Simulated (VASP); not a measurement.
# Tb (P6_3/mmc) in VASP: a series of runs, part 2 of 2

VASP 6.6.1.

### Step 3. Single point, PBEsol, collinear spin, ferromagnetic start (30.05 Å³/atom)

This run uses another cell than the first one, of 30.05 Å³/atom.

The input, INCAR:

```
SYSTEM = Tb
PREC = Accurate
ENCUT = 520
EDIFF = 1E-7
ISMEAR = -1
SIGMA = 0.05
LREAL = .FALSE.
LASPH = .TRUE.
NELM = 150
ALGO = Normal
ISIF = 2
LWAVE = .FALSE.
LCHARG = .FALSE.
ISPIN = 2
MAGMOM = 6 6
LORBIT = 11
LMAXMIX = 6
GGA = PS
NBANDS = 30
```

The input, KPOINTS:

```
regular mesh
0
G
  9 9 5
  0 0 0
```

The input, POSCAR:

```
Tb
1.0
    3.5274895775      0.0000000000      0.0000000000
   -1.7637447887      3.0548955857      0.0000000000
    0.0000000000      0.0000000000      5.5773714686
Tb
2
Direct
    0.6666666667      0.3333333333      0.7500000000
    0.3333333333      0.6666666667      0.2500000000
```

Potentials or basis: VASP PAW PBE potentials, release 64 (Tb).

Launch:

```
> cat potpaw_PBE.64/Tb/POTCAR > POTCAR
> mpirun -np 1 vasp_std > vasp.out
```

OUTCAR:

```text
SYSTEM = Tb
   PREC = Accurate
   ENCUT = 520
   EDIFF = 1E-7
   ISMEAR = -1
   LREAL = .FALSE.
   LASPH = .TRUE.
   NELM = 150
   ISIF = 2
   ISPIN = 2
   LORBIT = 11
   GGA = PS

 ion  position               nearest neighbor table
   1  0.667  0.333  0.750-   2 3.45   2 3.45   2 3.45   2 3.45   2 3.45   2 3.45
   2  0.333  0.667  0.250-   1 3.45   1 3.45   1 3.45   1 3.45   1 3.45   1 3.45

  LATTYP: Found a hexagonal cell.
 ALAT       =     3.5274895775
 C/A-ratio  =     1.5811163566

  Lattice vectors:

 A1 = (   3.5274895775,   0.0000000000,   0.0000000000)
 A2 = (  -1.7637447887,   3.0548955857,   0.0000000000)
 A3 = (   0.0000000000,   0.0000000000,   5.5773714686)

Analysis of symmetry for initial positions (statically):
=====================================================================
 Subroutine PRICEL returns:
 Original cell was already a primitive cell.

 Routine SETGRP: Setting up the symmetry group for a
 hexagonal supercell.

 Subroutine GETGRP returns: Found 24 space group operations
 (whereof 12 operations were pure point group operations)
 out of a pool of 24 trial point group operations.

The static configuration has the point symmetry D_3d.
 The point group associated with its full space group is D_6h.

Analysis of symmetry for dynamics (positions and initial velocities):
=====================================================================
 Subroutine PRICEL returns:
 Original cell was already a primitive cell.

 Routine SETGRP: Setting up the symmetry group for a
 hexagonal supercell.

 Subroutine GETGRP returns: Found 24 space group operations
 (whereof 12 operations were pure point group operations)
 out of a pool of 24 trial point group operations.

The dynamic configuration has the point symmetry D_3d.
 The point group associated with its full space group is D_6h.

Analysis of structural, dynamic, and magnetic symmetry:
=====================================================================
 Subroutine PRICEL returns:
 Original cell was already a primitive cell.

 Routine SETGRP: Setting up the symmetry group for a
 hexagonal supercell.

 Subroutine GETGRP returns: Found 24 space group operations
 (whereof 12 operations were pure point group operations)
 out of a pool of 24 trial point group operations.

The overall configuration has the point symmetry D_3d.
 The point group associated with its full space group is D_6h.

 Subroutine INISYM returns: Found 24 space group operations
 (whereof 12 operations are pure point group operations),
 and found     1 'primitive' translations

----------------------------------------------------------------------------------------

                                     Primitive cell

  volume of cell :      60.1024

  direct lattice vectors                    reciprocal lattice vectors
     3.527489577  0.000000000  0.000000000     0.283487726  0.163671715  0.000000000
    -1.763744789  3.054895586  0.000000000     0.000000000  0.327343430  0.000000000
     0.000000000  0.000000000  5.577371469     0.000000000  0.000000000  0.179295929

  length of vectors
     3.527489577  3.527489577  5.577371469     0.327343430  0.327343430  0.179295929

  position of ions in fractional coordinates (direct lattice)
     0.666666667  0.333333333  0.750000000
     0.333333333  0.666666667  0.250000000
[... 66 lines left out ...]
   NGXF,Y,Z  is equivalent  to a cutoff of  26.39, 26.39, 25.04 a.u.
 SYSTEM =  Tb
   PREC   = accura    normal or accurate (medium, high low for compatibility)
   ISTART =      0    job   : 0-new  1-cont  2-samecut
   ICHARG =      2    charge: 1-file 2-atom 10-const
   ISPIN  =      2    spin polarized calculation?
   LNONCOLLINEAR =      F non collinear calculations
   LSORBIT =      F    spin-orbit coupling
   LASPH  =      T    aspherical Exc in radial PAW
   ENCUT  =  520.0 eV  38.22 Ry    6.18 a.u.   6.56  6.56 10.37*2*pi/ulx,y,z
   NELM   =    150;   NELMIN=  2; NELMDL= -5     # of ELM steps
   EDIFF  = 0.1E-06   stopping-criterion for ELM
   LREAL  =      F    real-space projection
   EDIFFG = 0.1E-05   stopping-criterion for IOM
   NSW    =      0    number of steps for IOM
   IBRION =     -1    ionic relax: 0-MD 1-quasi-New 2-CG
   NFREE  =      0    steps in history (QN), initial steepest desc. (CG)
   ISIF   =      2    stress and relaxation
   ISYM   =      2    0-nonsym 1-usesym 2-fastsym
   POTIM  = 0.5000    time-step for ionic-motion
   TEBEG  =    0.0;   TEEND  =   0.0 temperature during run
   PSTRESS=    0.0 pullay stress
   NELECT =      38.0000    total number of electrons
   NUPDOWN=      -1.0000    fix difference up-down
   EMIN   =  10.00;   EMAX   =-10.00  energy-range for DOS
   EFERMI =   0.00;   METHOD = LEGACY
   ISMEAR =    -1;   SIGMA  =   0.05  broadening in eV -4-tet -1-fermi 0-gaus
   EFERMI_NEDOS =   21; number of points for ismear=-14 and -15
   IALGO  =     38    algorithm
   IMIX   =      4    mixing-type and parameters
     AMIX     =   0.40;   BMIX     =  1.00
     AMIX_MAG =   1.60;   BMIX_MAG =  1.00
  volume/ion in A,a.u.               =      30.05       202.80
  Fermi-wavevector in a.u.,A,eV,Ry     =   1.405094  2.655243 26.861846  1.974290
  Thomas-Fermi vector in A             =   2.527590
   LORBIT       =     11    0 simple, 1 ext, 2 COOP (PROOUT), +10 PAW based schemes
   GGA     = PS    functional components
   LHFCALC =     F    Hartree Fock is set to
   AEXX    =    0.0000 exact exchange contribution
   IVDW    =     0    specifies the selected vdW correction
   LEPSILON=     F    determine dielectric tensor
   LRPA    =     F    only Hartree local field effects (RPA)
 spin polarized calculation
  energy-cutoff  :      520.00
  volume of cell :       60.10
 maximum number of plane-waves:      1665
 NGX is ok and might be reduce to    28
   NGX = 13   NGY = 13   NGZ = 21

 number of electron      37.9999985 magnetization      11.9824695

 Free energy of the ion-electron system (eV)
  ---------------------------------------------------
  ext. energy  EPLUGINS =         0.00000000
  ---------------------------------------------------
  free energy    TOTEN  =       -19.76059167 eV

  energy without entropy =      -19.65130662  energy(sigma->0) =      -19.70594914

 E-fermi :   3.0074     XC(G=0): -10.5447

 val. band max:        3.0057395610   @ k =   0.3333   0.0000   0.4000
 cond. band min:       3.0135073389   @ k =   0.0000   0.0000   0.0000
 fundamental gap:      0.0077677779
 Fermi energy:         3.0073868284

 spin component 1

 k-point     1 :       0.0000    0.0000    0.0000
  band No.  band energies     occupation
      1     -43.0804      1.00000
      2     -42.9887      1.00000
      3     -20.1216      1.00000
      4     -19.3906      1.00000
      5     -19.3906      1.00000
      6     -19.2560      1.00000
[... 781 lines left out ...]
     29       5.6412      0.00000
     30       7.7892      0.00000

 [... further k-points ...]

 spin component 2

 k-point     1 :       0.0000    0.0000    0.0000
  band No.  band energies     occupation
      1     -40.5059      1.00000
      2     -40.3938      1.00000
      3     -18.3619      1.00000
      4     -17.4898      1.00000
      5     -17.4898      1.00000
      6     -17.3343      1.00000
[... 781 lines left out ...]
     29       6.3644      0.00000
     30       8.6920      0.00000

 [... further k-points ...]
[... 5 lines left out ...]
  --------------------------------------------------------------------------------------
  -------------------------------------------------------------------------------------
  Total       -0.4091798     -0.4091798     -0.1239994     -0.0000000      0.0000000      0.0000000
  in kB      -10.9076983    -10.9076983     -3.3055113     -0.0000000      0.0000000      0.0000000
  external PRESSURE =      -8.3736360 kB  Pullay stress =       0.0000000 kB

 VOLUME and BASIS-vectors are now :
 -----------------------------------------------------------------------------
  energy-cutoff  :      520.00
  volume of cell :       60.10
      direct lattice vectors                 reciprocal lattice vectors
     3.527489577  0.000000000  0.000000000     0.283487726  0.163671715  0.000000000
    -1.763744789  3.054895586  0.000000000     0.000000000  0.327343430  0.000000000
     0.000000000  0.000000000  5.577371469     0.000000000  0.000000000  0.179295929

 POSITION                                       TOTAL-FORCE (eV/Angst)
 -----------------------------------------------------------------------------------
      1.76374      1.01830      4.18303         0.000000      0.000000      0.000000
     -0.00000      2.03660      1.39434        -0.000000     -0.000000      0.000000
 -----------------------------------------------------------------------------------
    total drift:                               -0.000000      0.000000     -0.000000

  FREE ENERGIE OF THE ION-ELECTRON SYSTEM (eV)
  ---------------------------------------------------
  free  energy   TOTEN  =       -19.7605916663 eV

  energy  without entropy=      -19.6513066226  energy(sigma->0) =      -19.70594914

 total charge

# of ion       s       p       d       f       tot
--------------------------------------------------
    1        2.090   5.580   0.559   8.078  16.309
    2        2.090   5.580   0.559   8.078  16.309
--------------------------------------------------
tot          4.181  11.161   1.118  16.157  32.617

 magnetization (x)

# of ion       s       p       d       f       tot
--------------------------------------------------
    1        0.003  -0.041   0.087   5.721   5.769
    2        0.003  -0.041   0.087   5.721   5.769
--------------------------------------------------
tot          0.005  -0.082   0.173  11.441  11.538
```

OSZICAR:

```text
N       E                     dE             d eps       ncg     rms          rms(c)
DAV:   1     0.257588574775E+03    0.25759E+03   -0.13032E+04  6044   0.606E+03
DAV:   2     0.386756186365E+02   -0.21891E+03   -0.19685E+03  5840   0.423E+02
DAV:   3    -0.994539452899E+01   -0.48621E+02   -0.44571E+02  6848   0.167E+02
[... 13 lines left out ...]
DAV:  58    -0.197605908276E+02    0.24080E-06   -0.36997E-07  3824   0.139E-02    0.204E-02
DAV:  59    -0.197605911151E+02   -0.28755E-06   -0.11089E-07  3162   0.621E-03    0.228E-02
DAV:  60    -0.197605914881E+02   -0.37301E-06   -0.54827E-08  2754   0.487E-03    0.113E-02
DAV:  61    -0.197605916431E+02   -0.15500E-06   -0.43301E-08  2556   0.480E-03    0.270E-03
DAV:  62    -0.197605916663E+02   -0.23177E-07   -0.29483E-08  2556   0.251E-03
   1 F= -.19760592E+02 E0= -.19705949E+02  d E =-.109285E+00  mag=    11.9825
```

Wall time 20 min (1 thread of Oxide Virtual Turin-like, shared host); peak memory 0.25 GiB.

Results:

```yaml
Free_energy: -19.7606 eV
Pressure: -0.8 GPa
Band_gap_on_the_k_mesh: zero (filled and empty bands overlap)
Net_moment: 11.98 μB per cell
Site_moments: Tb +5.77 μB
Valence_electrons_inside_the_program's_atomic_spheres: Tb 16.31
```

Stress tensor (GPa, compression positive):
```
-1.09  0.00  0.00
 0.00 -1.09  0.00
 0.00  0.00 -0.33
```

Caveat: the magnetic or orbital state may not be the lowest; the PAW data sets were made with another functional, which shifts forces and pressure a little; spin-orbit coupling is left out, which moves the levels of the heavy elements; semilocal functionals describe open f shells poorly, which spoils levels, moments and volumes. The state reached can hang on the start; a lower one may exist.

### Step 4. Single point, PBEsol, collinear spin, ferromagnetic start (30.69 Å³/atom)

This run uses another cell than the first one, of 30.69 Å³/atom.

The input, INCAR:

```
SYSTEM = Tb
PREC = Accurate
ENCUT = 520
EDIFF = 1E-6
ISMEAR = -1
SIGMA = 0.05
LREAL = .FALSE.
LASPH = .TRUE.
NELM = 150
ALGO = Normal
ISIF = 2
LWAVE = .FALSE.
LCHARG = .TRUE.
ISPIN = 2
MAGMOM = 6 6
LORBIT = 11
LMAXMIX = 6
GGA = PS
LELF = .TRUE.
LVHAR = .TRUE.
NBANDS = 30
```

The input, KPOINTS:

```
Automatic mesh
0
G
  9 9 5
  0 0 0
```

The input, POSCAR:

```
Tb
1.0
    3.5523318719      0.0000000000      0.0000000000
   -1.7761659359      3.0764096437      0.0000000000
    0.0000000000      0.0000000000      5.6166500266
Tb
2
Direct
    0.6666666667      0.3333333333      0.7500000000
    0.3333333333      0.6666666667      0.2500000000
```

Launch:

```
> cat potpaw_PBE.64/Tb/POTCAR > POTCAR
> mpirun -np 1 vasp_std > vasp.out
```

Wall time 12 min (1 thread of Oxide Virtual Turin-like, shared host); peak memory 0.24 GiB.

Results (log left out):

- Free energy: -19.7519 eV
- Pressure: -0.2 GPa
- Band gap on the k mesh: zero (filled and empty bands overlap)
- Net moment: 11.99 μB per cell
- Site moments: Tb +5.76 μB
- Valence electrons inside the program's atomic spheres: Tb 16.30

Stress tensor (GPa, compression positive):
```
-0.46  0.00  0.00
 0.00 -0.46  0.00
 0.00  0.00  0.26
```

Levels at points of the mesh, in eV from the Fermi level:
Spin up:
```tsv
k point	band 23	band 24	band 25	band 26	band 27	band 28
(0.00, 0.00, 0.00)	-3.73	-2.21	1.53	1.78	1.78	2.09
```
Spin down:
| k point | band 11 | band 12 | band 13 | band 14 | band 15 | band 16 |
| --- | --- | --- | --- | --- | --- | --- |
| (0.00, 0.00, 0.00) | -0.17 | -0.15 | -0.08 | 0.00 | 0.13 | 0.13 |

Caveat: the magnetic or orbital state may not be the lowest; the PAW data sets were made with another functional, which shifts forces and pressure a little; spin-orbit coupling is left out, which moves the levels of the heavy elements; semilocal functionals describe open f shells poorly, which spoils levels, moments and volumes. The state reached can hang on the start; a lower one may exist.

### Step 5. Summary

| spin | cell | gap on the mesh (eV) | pressure (GPa) | moment (μB) |
| --- | --- | --- | --- | --- |
| collinear, antiferromagnetic start | a = 3.601, b = 3.601, c = 5.694 Å, angles 90.0, 90.0, 120.0°, 2 atoms | none | -2.6 | 0.00 |
| collinear, ferromagnetic start | a = 3.527, b = 3.527, c = 5.577 Å, angles 90.0, 90.0, 120.0°, 2 atoms | none | -0.8 | 11.98 |
| collinear, ferromagnetic start | a = 3.552, b = 3.552, c = 5.617 Å, angles 90.0, 90.0, 120.0°, 2 atoms | none | -0.2 | 11.99 |

Alike in all rows: task single point; level PBEsol; potentials or basis VASP PAW PBE potentials, release 64 (Tb); k mesh 9 × 9 × 5; cutoff (eV) 520; smearing fermi-dirac 0.05 eV.

Caveats: the magnetic or orbital state may not be the lowest; the PAW data sets were made with another functional, which shifts forces and pressure a little; spin-orbit coupling is left out, which moves the levels of the heavy elements; semilocal functionals describe open f shells poorly, which spoils levels, moments and volumes.

Total energies depend on the potentials used, so only differences within one code and one set of settings carry meaning.
